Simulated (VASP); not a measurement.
Write the native input for VASP 6.6.1 that does the following.

| Property | Result |
| --- | --- |
| Task | single point |
| Functional | r2SCAN |
| Potentials or basis | VASP PAW PBE potentials, release 64 (Hf_pv, O) |
| Cutoff | 520 eV |
| k mesh | 6 × 6 × 8 |
| Occupations | fermi-dirac, width 0.02 eV |
| Spin | no spin polarisation |
| Dipole correction | no |
| Further INCAR settings | ALGO = Normal; EDIFF = 1e-06; NBANDS = 31 |

The system is HfO2.

```xyz
6
Lattice="4.8135 0.0000 0.0000 0.0000 4.8135 0.0000 0.0000 0.0000 3.2054" Properties=species:S:1:pos:R:3 pbc="T T T"
Hf    0.0000    0.0000    0.0000
Hf    2.4068    2.4068    1.6027
O     0.9384    3.8751    1.6027
O     1.4683    1.4683    0.0000
O     3.3452    3.3452    0.0000
O     3.8751    0.9384    1.6027
```

The input as run:

POSCAR

```
HfO2
1.0
    4.8135330000      0.0000000000      0.0000000000
    0.0000000000      4.8135330000      0.0000000000
    0.0000000000      0.0000000000      3.2054150000
Hf O
2 4
Direct
    0.0000000000      0.0000000000      0.0000000000
    0.5000000000      0.5000000000      0.5000000000
    0.1949550000      0.8050450000      0.5000000000
    0.3050450000      0.3050450000      0.0000000000
    0.6949550000      0.6949550000      0.0000000000
    0.8050450000      0.1949550000      0.5000000000
```

INCAR.step1

```
SYSTEM = HfO2
PREC = Accurate
ENCUT = 520
ISMEAR = -1
SIGMA = 0.02
LREAL = .FALSE.
LASPH = .TRUE.
NELM = 80
NBANDS = 31
GGA = PE
ALGO = Normal
EDIFF = 1E-4
LWAVE = .TRUE.
LCHARG = .FALSE.
```

INCAR.step2

```
SYSTEM = HfO2
PREC = Accurate
ENCUT = 520
EDIFF = 1E-6
ISMEAR = -1
SIGMA = 0.02
LREAL = .FALSE.
LASPH = .TRUE.
NELM = 80
ALGO = Normal
ISIF = 2
LWAVE = .FALSE.
LCHARG = .FALSE.
METAGGA = R2SCAN
LMIXTAU = .TRUE.
NBANDS = 31
ISTART = 1
```

KPOINTS

```
Automatic mesh
0
G
  6 6 8
  0 0 0
```

Potentials or basis: VASP PAW PBE potentials, release 64 (Hf_pv, O).

The run is started by

```bash
$ cat potpaw_PBE.64/Hf_pv/POTCAR potpaw_PBE.64/O/POTCAR > POTCAR
$ cp INCAR.step1 INCAR
$ mpirun -np 1 vasp_std > vasp.out
$ cp INCAR.step2 INCAR
$ mpirun -np 1 vasp_std > vasp.out
```

Results of the run:

```
Pressure               : 0.3 GPa
Largest force          : 0.011 eV/Å
Band gap on the k mesh : 4.53 eV, direct
```

Caveat: the PAW data sets were made with another functional, which shifts forces and pressure a little; spin-orbit coupling is left out, which moves the levels of the heavy elements.

Wall time 9.5 min on 1 thread of AMD EPYC 7R43 64-Core Processor (Zen 3), with other jobs on the host, peak memory 0.21 GiB.
